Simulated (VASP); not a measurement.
# Zr3O (P6_322) in VASP: notebook, part 3 of 3

VASP 6.6.1.

### Step 4. Single point, PBEsol (c/a of the conventional cell at fixed volume 1.0133)

Contents of INCAR:

```
  ALGO = Normal
  EDIFF = 1E-6
  ENCUT = 520
  GGA = PS
  ISIF = 2
  ISMEAR = 0
  LASPH = True
  LCHARG = False
  LREAL = False
  LWAVE = False
  NBANDS = 52
  NELM = 60
  PREC = Accurate
  SIGMA = 0.15
```

Contents of KPOINTS:

```
k-points
0
Gamma
  9 9 8
```

Contents of POSCAR:

```
Zr3O
1.0
    5.4137257825      0.0000000000      0.0000000000
   -2.7068628913      4.6884240568      0.0000000000
    0.0000000000      0.0000000000      5.4857283354
Zr O
6 2
Direct
    0.3663331157      0.0000000000      0.0000000000
    0.3663331157      0.3663331157      0.5000000000
    0.0000000000      0.3663331157      0.0000000000
    0.6336668843      0.0000000000      0.5000000000
    0.6336668843      0.6336668843      0.0000000000
    0.0000000000      0.6336668843      0.5000000000
    0.3333333333      0.6666666667      0.2500000000
    0.6666666667      0.3333333333      0.7500000000
```

Potentials or basis: VASP PAW PBE potentials, release 64 (Zr_sv, O).

Command:

```console
> cat potpaw_PBE.64/Zr_sv/POTCAR potpaw_PBE.64/O/POTCAR > POTCAR
> mpirun -np 1 vasp_std > vasp.out
```

OUTCAR:

```text
EDIFF = 1E-6
   ENCUT = 520
   GGA = PS
   ISIF = 2
   ISMEAR = 0
   LASPH = True
   LREAL = False
   NELM = 60
   PREC = Accurate

 ion  position               nearest neighbor table
   1  0.366  0.000  0.000-   7 2.20   8 2.20   3 2.98   3 2.98   5 2.98   5 2.98   4 3.10   4 3.10
                             6 3.38   6 3.38   2 3.38   2 3.38   5 3.44   3 3.44
   2  0.366  0.366  0.500-   8 2.20   7 2.20   6 2.98   6 2.98   4 2.98   4 2.98   5 3.10   5 3.10
                             3 3.38   3 3.38   1 3.38   1 3.38   4 3.44   6 3.44
   3  0.000  0.366  0.000-   8 2.20   7 2.20   5 2.98   1 2.98   5 2.98   1 2.98   6 3.10   6 3.10
                             2 3.38   2 3.38   4 3.38   4 3.38   1 3.44   5 3.44
   4  0.634  0.000  0.500-   8 2.20   7 2.20   6 2.98   6 2.98   2 2.98   2 2.98   1 3.10   1 3.10
                             3 3.38   3 3.38   5 3.38   5 3.38   2 3.44   6 3.44
   5  0.634  0.634  0.000-   7 2.20   8 2.20   3 2.98   3 2.98   1 2.98   1 2.98   2 3.10   2 3.10
                             6 3.38   6 3.38   4 3.38   4 3.38   1 3.44   3 3.44
   6  0.000  0.634  0.500-   7 2.20   8 2.20   2 2.98   4 2.98   2 2.98   4 2.98   3 3.10   3 3.10
                             5 3.38   5 3.38   1 3.38   1 3.38   4 3.44   2 3.44
   7  0.333  0.667  0.250-   6 2.20   1 2.20   3 2.20   4 2.20   5 2.20   2 2.20
   8  0.667  0.333  0.750-   3 2.20   4 2.20   6 2.20   1 2.20   2 2.20   5 2.20

  LATTYP: Found a hexagonal cell.
 ALAT       =     5.4137257825
 C/A-ratio  =     1.0133000000

  Lattice vectors:

 A1 = (   5.4137257825,   0.0000000000,   0.0000000000)
 A2 = (  -2.7068628913,   4.6884240568,   0.0000000000)
 A3 = (   0.0000000000,   0.0000000000,   5.4857283354)

Analysis of symmetry for initial positions (statically):
=====================================================================
 Subroutine PRICEL returns:
 Original cell was already a primitive cell.

 Routine SETGRP: Setting up the symmetry group for a
 hexagonal supercell.

 Subroutine GETGRP returns: Found 12 space group operations
 (whereof  6 operations were pure point group operations)
 out of a pool of 24 trial point group operations.

The static configuration has the point symmetry D_3 .
 The point group associated with its full space group is D_6 .

Analysis of symmetry for dynamics (positions and initial velocities):
=====================================================================
 Subroutine PRICEL returns:
 Original cell was already a primitive cell.

 Routine SETGRP: Setting up the symmetry group for a
 hexagonal supercell.

 Subroutine GETGRP returns: Found 12 space group operations
 (whereof  6 operations were pure point group operations)
 out of a pool of 24 trial point group operations.

The dynamic configuration has the point symmetry D_3 .
 The point group associated with its full space group is D_6 .

 Subroutine INISYM returns: Found 12 space group operations
 (whereof  6 operations are pure point group operations),
 and found     1 'primitive' translations

----------------------------------------------------------------------------------------

                                     Primitive cell

  volume of cell :     139.2379

  direct lattice vectors                    reciprocal lattice vectors
     5.413725783  0.000000000  0.000000000     0.184715673  0.106645643  0.000000000
    -2.706862891  4.688424057  0.000000000     0.000000000  0.213291287  0.000000000
[... 80 lines left out ...]
   number of dos      NEDOS =    301   number of ions     NIONS =      8
   total plane-waves  NPLWV =  67200
   dimension x,y,z NGX =    40 NGY =   40 NGZ =   42
   dimension x,y,z NGXF=    80 NGYF=   80 NGZF=   84
   ions per type =               6   2
   NGX,Y,Z   is equivalent  to a cutoff of  12.28, 12.28, 12.73 a.u.
   NGXF,Y,Z  is equivalent  to a cutoff of  24.57, 24.57, 25.46 a.u.
 SYSTEM =  unknown system
   PREC   = accura    normal or accurate (medium, high low for compatibility)
   ISTART =      0    job   : 0-new  1-cont  2-samecut
   ICHARG =      2    charge: 1-file 2-atom 10-const
   ISPIN  =      1    spin polarized calculation?
   LNONCOLLINEAR =      F non collinear calculations
   LSORBIT =      F    spin-orbit coupling
   LASPH  =      T    aspherical Exc in radial PAW
   ENCUT  =  520.0 eV  38.22 Ry    6.18 a.u.  10.07 10.07 10.20*2*pi/ulx,y,z
   NELM   =     60;   NELMIN=  2; NELMDL= -5     # of ELM steps
   EDIFF  = 0.1E-05   stopping-criterion for ELM
   LREAL  =      F    real-space projection
   EDIFFG = 0.1E-04   stopping-criterion for IOM
   NSW    =      0    number of steps for IOM
   IBRION =     -1    ionic relax: 0-MD 1-quasi-New 2-CG
   NFREE  =      0    steps in history (QN), initial steepest desc. (CG)
   ISIF   =      2    stress and relaxation
   ISYM   =      2    0-nonsym 1-usesym 2-fastsym
   POTIM  = 0.5000    time-step for ionic-motion
   TEBEG  =    0.0;   TEEND  =   0.0 temperature during run
   PSTRESS=    0.0 pullay stress
   NELECT =      84.0000    total number of electrons
   NUPDOWN=      -1.0000    fix difference up-down
   EMIN   =  10.00;   EMAX   =-10.00  energy-range for DOS
   EFERMI =   0.00;   METHOD = LEGACY
   ISMEAR =     0;   SIGMA  =   0.15  broadening in eV -4-tet -1-fermi 0-gaus
   EFERMI_NEDOS =   21; number of points for ismear=-14 and -15
   IALGO  =     38    algorithm
   IMIX   =      4    mixing-type and parameters
     AMIX     =   0.40;   BMIX     =  1.00
     AMIX_MAG =   1.60;   BMIX_MAG =  1.00
  volume/ion in A,a.u.               =      17.40       117.45
  Fermi-wavevector in a.u.,A,eV,Ry     =   1.383297  2.614052 26.034894  1.913511
  Thomas-Fermi vector in A             =   2.507908
   LORBIT       =      0    0 simple, 1 ext, 2 COOP (PROOUT), +10 PAW based schemes
   GGA     = PS    functional components
   LHFCALC =     F    Hartree Fock is set to
   AEXX    =    0.0000 exact exchange contribution
   IVDW    =     0    specifies the selected vdW correction
   LEPSILON=     F    determine dielectric tensor
   LRPA    =     F    only Hartree local field effects (RPA)
 non-spin polarized calculation
 Gauss-broadening in eV      SIGMA  =   0.15
  energy-cutoff  :      520.00
  volume of cell :      139.24
 maximum number of plane-waves:      3783
   NGX = 21   NGY = 21   NGZ = 21

 number of electron      83.9999999 magnetization

 Free energy of the ion-electron system (eV)
  ---------------------------------------------------
  ext. energy  EPLUGINS =         0.00000000
  ---------------------------------------------------
  free energy    TOTEN  =       -75.62088188 eV

  energy without entropy =      -75.54691293  energy(sigma->0) =      -75.58389740

 E-fermi :   9.8152     XC(G=0): -11.7232

 val. band max:        9.8069138737   @ k =   0.1111  -0.0000   0.2500
 cond. band min:       9.8190020151   @ k =   0.0000   0.0000   0.1250
 fundamental gap:      0.0120881414
 Fermi energy:         9.8151640875

 k-point     1 :       0.0000    0.0000    0.0000
  band No.  band energies     occupation
      1     -38.9767      2.00000
      2     -38.8422      2.00000
      3     -38.7425      2.00000
      4     -38.7425      2.00000
      5     -38.6929      2.00000
      6     -38.6929      2.00000
[... 1309 lines left out ...]
     51      12.4263      0.00000
     52      13.3660      0.00000

 [... further k-points ...]

------------------------ aborting loop because EDIFF is reached ----------------------------------------

  FORCE on cell =-STRESS in cart. coord.  units (eV):
  Direction    XX          YY          ZZ          XY          YZ          ZX
  --------------------------------------------------------------------------------------
  -------------------------------------------------------------------------------------
  Total        8.0403569      8.0403569     -0.7084539     -0.0000000      0.0000000      0.0000000
  in kB       92.5184766     92.5184766     -8.1520106     -0.0000000      0.0000000      0.0000000
  external PRESSURE =      58.9616475 kB  Pullay stress =       0.0000000 kB

 VOLUME and BASIS-vectors are now :
 -----------------------------------------------------------------------------
  energy-cutoff  :      520.00
  volume of cell :      139.24
      direct lattice vectors                 reciprocal lattice vectors
     5.413725783  0.000000000  0.000000000     0.184715673  0.106645643  0.000000000
    -2.706862891  4.688424057  0.000000000     0.000000000  0.213291287  0.000000000
     0.000000000  0.000000000  5.485728335     0.000000000  0.000000000  0.182291200

 POSITION                                       TOTAL-FORCE (eV/Angst)
 -----------------------------------------------------------------------------------
      1.98323      0.00000      0.00000        -1.596691     -0.000000     -0.000000
      0.99161      1.71752      2.74286        -0.798346     -1.382775     -0.000000
     -0.99161      1.71752      0.00000         0.798346     -1.382775      0.000000
      3.43050      0.00000      2.74286         1.596691     -0.000000      0.000000
      1.71525      2.97090      0.00000         0.798346      1.382775      0.000000
     -1.71525      2.97090      2.74286        -0.798346      1.382775     -0.000000
     -0.00000      3.12562      1.37143        -0.000000     -0.000000      0.000000
      2.70686      1.56281      4.11430        -0.000000     -0.000000      0.000000
 -----------------------------------------------------------------------------------
    total drift:                                0.000000     -0.000001      0.000000

  FREE ENERGIE OF THE ION-ELECTRON SYSTEM (eV)
  ---------------------------------------------------
  free  energy   TOTEN  =       -75.6208818754 eV

  energy  without entropy=      -75.5469129281  energy(sigma->0) =      -75.58389740
```

Wall time 8.8 min (1 thread of Intel Xeon 6975P-C, shared host); peak memory 0.44 GiB.

Results:

```
Free energy            : -75.6209 eV
Pressure               : 5.9 GPa
Largest force          : 1.597 eV/Å
Band gap on the k mesh : zero (band 42 reaches 10.23 eV, above the bottom of band 43 at 9.69 eV)
```

Forces on the atoms (eV/Å):
```
Zr  -1.597  0.000  0.000
Zr  -0.798 -1.383  0.000
Zr   0.798 -1.383  0.000
Zr   1.597  0.000  0.000
Zr   0.798  1.383  0.000
Zr  -0.798  1.383  0.000
O    0.000  0.000  0.000
O    0.000  0.000  0.000
```

Stress tensor (GPa, compression positive):
```
 9.25  0.00  0.00
 0.00  9.25  0.00
 0.00  0.00 -0.82
```

Caveat: the PAW data sets were made with another functional, which shifts forces and pressure a little.

### Step 5. Overview

```tsv
cell	gap on the mesh (eV)	pressure (GPa)	largest force (eV/Å)
a = 5.779, b = 5.779, c = 4.815 Å, angles 90.0, 90.0, 120.0°, 8 atoms	none	0.5	0.13
a = 5.361, b = 5.361, c = 5.593 Å, angles 90.0, 90.0, 120.0°, 8 atoms	none	-1.1	1.77
a = 5.414, b = 5.414, c = 5.486 Å, angles 90.0, 90.0, 120.0°, 8 atoms	none	5.9	1.60
```

Alike in all rows: task single point; level PBEsol; potentials or basis VASP PAW PBE potentials, release 64 (Zr_sv, O); no spin polarisation; k mesh 9 × 9 × 8; cutoff (eV) 520; smearing gaussian 0.15 eV.

Caveats: the PAW data sets were made with another functional, which shifts forces and pressure a little.

Absolute energies hang on the potentials; compare differences alone.
